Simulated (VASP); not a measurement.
Here is a VASP 6.6.1 calculation.

File INCAR:

```
SYSTEM = Re
ALGO     = Normal         ! electronic algorithm
EDIFF    = 1E-6           ! SCF threshold, eV
ENCUT    = 500            ! plane-wave cutoff, eV
GGA      = RE             ! functional
GGA_COMPAT= .FALSE.      
ISIF     = 2              ! what is computed and relaxed
ISMEAR   = -1             ! smearing method
LASPH    = .TRUE.         ! aspherical terms in the spheres
LCHARG   = .FALSE.        ! write CHGCAR
LREAL    = .FALSE.        ! projectors in reciprocal space
LWAVE    = .FALSE.        ! write WAVECAR
NBANDS   = 14             ! bands
NELM     = 120            ! most SCF steps
PREC     = Accurate       ! precision mode
SIGMA    = 0.1            ! smearing width, eV
```

File KPOINTS:

```
k-points
0
G
  12 12 12
  0 0 0
```

Contents of POSCAR:

```
Re
1.0
    2.5881583674      0.0000000000      0.0000000000
    0.0000000000      2.5881583674      0.0000000000
    0.0000000000      0.0000000000      2.5881583674
Re
1
Direct
    0.0000000000      0.0000000000      0.0000000000
```

Potentials or basis: VASP PAW PBE potentials, release 64 (Re_sv_GW).

Command:

```console
$ cat potpaw_PBE.64/Re_sv_GW/POTCAR > POTCAR
$ mpirun -np 1 vasp_std > vasp.out
```

(1) Estimate the pressure.

Answers

(1) -2.3 GPa.

Caveat: the PAW data sets were made with another functional, which shifts forces and pressure a little.
